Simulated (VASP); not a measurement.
Runs of VASP 6.6.1 on MgO2. The structure is that of space group Pa-3 (No. 205), or close to it. The cells are those of the table. 

```csv
task,cell,smearing,k mesh for the DOS,occupations for the DOS,gap on the mesh (eV),pressure (GPa),largest force (eV/Å)
single point,"a = 4.841 Å, 12 atoms",gaussian 0.02 eV,-,-,3.95,-0.1,0.20
single point,"a = 4.841 Å, 12 atoms",gaussian 0.01 eV,-,-,3.95,-0.1,0.20
electric field gradients,"a = 4.841 Å, 12 atoms",gaussian 0.01 eV,-,-,3.95,-0.1,0.20
single point,"a = 4.792 Å, 12 atoms",gaussian 0.02 eV,-,-,4.05,(a),0.20
```

Alike in all rows: level PBEsol; potentials or basis VASP PAW PBE potentials, release 64 (Mg, O); no spin polarisation; k mesh 6 × 6 × 6; cutoff (eV) 520.

Problem. Fill in the values left out.

Solution. (a) 4.4.

Caveats: the PAW data sets were made with another functional, which shifts forces and pressure a little.

A k mesh can miss the band edges.
